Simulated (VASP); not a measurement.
# Au (Cmcm) in VASP: notebook, part 2 of 2

VASP 6.6.1.

### Step 5. Single point, LDA

This run uses another cell than the first one, of 17.65 Å³/atom, 1.087 times its volume.

The input, INCAR:

```
PREC = Accurate
ENCUT = 520
EDIFF = 1E-7
ISMEAR = 0
SIGMA = 0.1
LREAL = False
LASPH = True
NELM = 100
ALGO = Normal
ISIF = 2
LWAVE = False
LCHARG = False
NBANDS = 18
```

The input, KPOINTS:

```
regular mesh
0
Gamma
  12 12 6
```

The input, POSCAR:

```
Au
1.0
    1.4113100000     -2.5559300000      0.0000000000
    1.4113100000      2.5559300000      0.0000000000
    0.0000000000      0.0000000000      4.8931700000
Au
2
Direct
    0.6653300000      0.3346700000      0.2500000000
    0.3346700000      0.6653300000      0.7500000000
```

Potentials or basis: VASP PAW LDA potentials, release 64 (Au).

On the command line:

```console
$ cat potpaw_LDA.64/Au/POTCAR > POTCAR
$ mpirun -np 1 vasp_std > vasp.out
```

OUTCAR:

```text
PREC = Accurate
   ENCUT = 520
   EDIFF = 1E-7
   ISMEAR = 0
   LREAL = False
   LASPH = True
   NELM = 100
   ISIF = 2

 ion  position               nearest neighbor table
   1  0.665  0.335  0.250-   2 2.95   2 2.95   2 2.95   2 2.95   2 2.97   2 2.97
   2  0.335  0.665  0.750-   1 2.95   1 2.95   1 2.95   1 2.95   1 2.97   1 2.97

  LATTYP: Found a base centered orthorhombic cell.
 ALAT       =     2.8226200000
 B/A-ratio  =     1.8110337204
 C/A-ratio  =     1.7335560578

  Lattice vectors:

 A1 = (   1.4113100000,  -2.5559300000,   0.0000000000)
 A2 = (   1.4113100000,   2.5559300000,   0.0000000000)
 A3 = (   0.0000000000,   0.0000000000,   4.8931700000)

Analysis of symmetry for initial positions (statically):
=====================================================================
 Subroutine PRICEL returns:
 Original cell was already a primitive cell.

 Routine SETGRP: Setting up the symmetry group for a
 base centered orthorhombic supercell.

 Subroutine GETGRP returns: Found  8 space group operations
 (whereof  4 operations were pure point group operations)
 out of a pool of  8 trial point group operations.

The static configuration has the point symmetry C_2h.
 The point group associated with its full space group is D_2h.

[... 161 lines left out ...]

 E-fermi :   8.6358     XC(G=0): -12.7785

 val. band max:        8.6266552888   @ k =   0.0833  -0.0000   0.0000
 cond. band min:       8.6928191159   @ k =   0.5000   0.0833   0.3333
 fundamental gap:      0.0661638272
 Fermi energy:         8.6358443147

 k-point     1 :       0.0000    0.0000    0.0000
  band No.  band energies     occupation
      1      -0.8511      2.00000
      2       1.5322      2.00000
      3       3.9256      2.00000
      4       3.9747      2.00000
      5       4.3134      2.00000
      6       4.5612      2.00000
[... 481 lines left out ...]
      5       4.1860      2.00000
      6       4.4088      2.00000
[... 10 lines left out ...]
     17      22.8225      0.00000
     18      23.4519      0.00000

 [... further k-points ...]

------------------------ aborting loop because EDIFF is reached ----------------------------------------

  FORCE on cell =-STRESS in cart. coord.  units (eV):
  Direction    XX          YY          ZZ          XY          YZ          ZX
  --------------------------------------------------------------------------------------
  -------------------------------------------------------------------------------------
  Total       -2.0458767     -2.0758915     -1.9755327      0.0000000      0.0000000      0.0000000
  in kB      -92.8535190    -94.2157590    -89.6609066      0.0000000      0.0000000      0.0000000
  external PRESSURE =     -92.2433949 kB  Pullay stress =       0.0000000 kB

 VOLUME and BASIS-vectors are now :
 -----------------------------------------------------------------------------
  energy-cutoff  :      520.00
  volume of cell :       35.30
      direct lattice vectors                 reciprocal lattice vectors
     1.411310000 -2.555930000  0.000000000     0.354280775 -0.195623511  0.000000000
     1.411310000  2.555930000  0.000000000     0.354280775  0.195623511  0.000000000
     0.000000000  0.000000000  4.893170000     0.000000000  0.000000000  0.204366495

 POSITION                                       TOTAL-FORCE (eV/Angst)
 -----------------------------------------------------------------------------------
      1.41131     -0.84514      1.22329         0.000000      0.002211      0.000000
      1.41131      0.84514      3.66988         0.000000     -0.002211     -0.000000
 -----------------------------------------------------------------------------------
    total drift:                                0.000000      0.000000      0.000000

  FREE ENERGIE OF THE ION-ELECTRON SYSTEM (eV)
  ---------------------------------------------------
  free  energy   TOTEN  =        -8.8050257971 eV

  energy  without entropy=       -8.8013588254  energy(sigma->0) =       -8.80319231
```

OSZICAR:

```text
N       E                     dE             d eps       ncg     rms          rms(c)
DAV:   1     0.120540508288E+03    0.12054E+03   -0.11655E+04  6192   0.118E+03
DAV:   2    -0.728170813883E+01   -0.12782E+03   -0.12174E+03  6586   0.259E+02
DAV:   3    -0.946095770056E+01   -0.21792E+01   -0.21651E+01  7260   0.338E+01
DAV:   4    -0.947007817432E+01   -0.91205E-02   -0.91193E-02  6916   0.231E+00
DAV:   5    -0.947015809252E+01   -0.79918E-04   -0.79918E-04  6844   0.230E-01    0.122E+01
DAV:   6    -0.884863623256E+01    0.62152E+00   -0.12129E+00  6384   0.996E+00    0.775E+00
DAV:   7    -0.881068585313E+01    0.37950E-01   -0.83024E-02  6892   0.253E+00    0.349E+00
DAV:   8    -0.880503181178E+01    0.56540E-02   -0.70228E-03  6504   0.738E-01    0.343E-01
DAV:   9    -0.880502397135E+01    0.78404E-05   -0.35001E-05  6924   0.546E-02    0.199E-02
DAV:  10    -0.880502580419E+01   -0.18328E-05   -0.19470E-06  6798   0.127E-02    0.245E-03
DAV:  11    -0.880502579711E+01    0.70784E-08   -0.11313E-07  4824   0.261E-03
   1 F= -.88050258E+01 E0= -.88031923E+01  d E =-.366697E-02
```

Run time: 22 s. Hardware: 1 thread of Intel Xeon 6975P-C (Granite Rapids), shared host; peak memory 0.2 GiB.

Results:

* Free energy: -8.8050 eV
* Pressure: -9.2 GPa
* Band gap on the k mesh: zero (band 11 reaches 12.66 eV, above the bottom of band 12 at 6.17 eV)

Forces in eV/Å, atoms in the order of the input:
```
Au   0.000  0.002  0.000
Au   0.000 -0.002  0.000
```

Stress tensor (GPa, compression positive):
```
-9.29  0.00  0.00
 0.00 -9.42  0.00
 0.00  0.00 -8.97
```

Caveat: spin-orbit coupling is left out, which moves the levels of the heavy elements.

### Step 6. Single point, LDA

This run uses another cell than the first one, of 18.12 Å³/atom, 1.116 times its volume.

The input, INCAR:

```
PREC     = Accurate       # precision mode
ENCUT    = 520            # plane-wave cutoff, eV
EDIFF    = 1E-7           # SCF threshold, eV
ISMEAR   = 0              # smearing method
SIGMA    = 0.1            # smearing width, eV
LREAL    = F              # projectors in reciprocal space
LASPH    = T              # aspherical terms in the spheres
NELM     = 60             # most SCF steps
ALGO     = Normal         # electronic algorithm
ISIF     = 2              # what is computed and relaxed
LWAVE    = F              # write WAVECAR
LCHARG   = T              # write CHGCAR
LELF     = T              # ELF
LVHAR    = T            
NBANDS   = 18             # bands
```

The input, KPOINTS:

```
Automatic mesh
0
Gamma
  12 12 6
```

The input, POSCAR:

```
Au
1.0
    1.4237450901     -2.5784503674      0.0000000000
    1.4237450901      2.5784503674      0.0000000000
    0.0000000000      0.0000000000      4.9362838514
Au
2
Direct
    0.6653300000      0.3346700000      0.2500000000
    0.3346700000      0.6653300000      0.7500000000
```

Potentials or basis: VASP PAW LDA potentials, release 64 (Au).

On the command line:

```console
$ cat potpaw_LDA.64/Au/POTCAR > POTCAR
$ mpirun -np 1 vasp_std > vasp.out
```

Wall time 26 s (1 thread of Intel Xeon 6975P-C (Granite Rapids), shared host); peak memory 0.21 GiB.

Results (log left out):

```yaml
Free_energy: -8.7417 eV
Pressure: -12.5 GPa
Band_gap_on_the_k_mesh: zero (band 11 reaches 12.12 eV, above the bottom of band 12 at 5.79 eV)
```

Stress tensor (GPa, compression positive):
```
-12.86   0.00   0.00
  0.00 -12.51   0.00
  0.00   0.00 -12.03
```

Levels at points of the mesh, in eV from the Fermi level:
| k point | band 7 | band 8 | band 9 | band 10 | band 11 | band 12 | band 13 | band 14 | band 15 | band 16 |
| --- | --- | --- | --- | --- | --- | --- | --- | --- | --- | --- |
| (0.00, 0.00, 0.00) | -3.72 | -3.34 | -3.19 | -2.10 | -2.04 | -0.90 | 2.31 | 14.57 | 15.49 | 16.67 |
| (0.50, 0.00, 0.00) | -3.33 | -1.91 | -1.75 | -1.60 | 0.53 | 1.69 | 5.66 | 7.04 | 7.16 | 9.86 |
| (0.50, 0.50, 0.00) | -3.47 | -1.83 | -1.82 | -1.66 | 0.26 | 1.23 | 5.28 | 6.57 | 6.83 | 10.98 |
| (0.00, 0.00, 0.50) | -4.02 | -4.02 | -2.55 | -2.55 | -2.42 | -2.42 | 10.04 | 10.04 | 14.87 | 14.87 |
| (0.50, 0.00, 0.50) | -2.28 | -2.28 | -1.65 | -1.65 | 0.74 | 0.74 | 3.89 | 3.89 | 12.89 | 12.89 |
| (0.50, 0.50, 0.50) | -2.26 | -2.26 | -1.72 | -1.72 | 0.37 | 0.37 | 3.36 | 3.36 | 12.51 | 12.51 |

Caveat: spin-orbit coupling is left out, which moves the levels of the heavy elements.

### Step 7. Summary

| cell | gap on the mesh (eV) | pressure (GPa) | largest force (eV/Å) |
| --- | --- | --- | --- |
| a = 2.840, b = 2.840, c = 4.759 Å, angles 90.0, 90.0, 122.2°, 2 atoms | none | 5.3 | 0.02 |
| a = 2.867, b = 2.867, c = 4.805 Å, angles 90.0, 90.0, 122.2°, 2 atoms | none | -0.5 | 0.01 |
| a = 2.894, b = 2.894, c = 4.849 Å, angles 90.0, 90.0, 122.2°, 2 atoms | none | -5.3 | 0.01 |
| a = 2.920, b = 2.920, c = 4.893 Å, angles 90.0, 90.0, 122.2°, 2 atoms | none | -9.2 | - |
| a = 2.945, b = 2.945, c = 4.936 Å, angles 90.0, 90.0, 122.2°, 2 atoms | none | -12.5 | - |

Alike in all rows: task single point; level LDA; potentials or basis VASP PAW LDA potentials, release 64 (Au); no spin polarisation; k mesh 12 × 12 × 6; cutoff (eV) 520; smearing gaussian 0.1 eV.

Caveats: spin-orbit coupling is left out, which moves the levels of the heavy elements.

Total energies depend on the potentials used, so only differences within one code and one set of settings carry meaning.
